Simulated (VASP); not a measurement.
Crystal: MnS.

```
CELL_PARAMETERS angstrom
1.83000 1.05655 2.97092
-1.83000 1.05655 2.97092
0.00000 -2.11310 2.97092
ATOMIC_POSITIONS crystal
Mn 0.00000 0.00000 0.00000
S 0.50000 0.50000 0.50000
```

Base run:

```yaml
Program: VASP 6.6.1
Functional: LDA
Potentials_or_basis: VASP PAW LDA potentials, release 64 (Mn_pv, S)
Cutoff: 520 eV
k_mesh: 9 × 9 × 9
Occupations: fermi-dirac, width 0.05 eV
Spin: collinear spin, ferromagnetic start
Starting_moments: "[4.0, 0.0] μB"
Hubbard_terms: Mn d U = 2.0 eV
```

Its results: pressure -4.5 GPa; net moment 4.86 μB per cell; site moments Mn +4.38; S +0.12 μB.

The run is repeated on the same cell with these changes: hubbard terms from Mn d U = 2.0 eV to Mn d U = 5.0 eV. What comes out?

Pressure 0.1 GPa; net moment 5.00 μB per cell; site moments Mn +4.58; S +0.09 μB.

Caveats: a cell with one magnetic atom can't hold antiferromagnetic order, which such compounds often take; the cell stands under tension (at least some runs).
